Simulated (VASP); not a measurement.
Here is a VASP 6.6.1 calculation.

INCAR

```
PREC = Accurate ; ENCUT = 520
EDIFF = 1E-7 ; ISMEAR = -1
SIGMA = 0.05 ; LREAL = F
LASPH = T ; NELM = 100
ALGO = Normal ; ISIF = 2
LWAVE = F ; LCHARG = F
GGA = PE ; NBANDS = 12
```

KPOINTS

```
regular mesh
0
Gamma
  12 12 12
```

POSCAR

```
In
1.0
    2.8430408464      0.0000000000      0.0000000000
    0.0000000000      2.8430408464      0.0000000000
    0.0000000000      0.0000000000      2.8430408464
In
1
Direct
    0.0000000000      0.0000000000      0.0000000000
```

Potentials or basis: VASP PAW PBE potentials, release 64 (In_d).

Command:

```sh
$ cat potpaw_PBE.64/In_d/POTCAR > POTCAR
$ mpirun -np 1 vasp_std > vasp.out
```

Predict the pressure.

15.3 GPa.
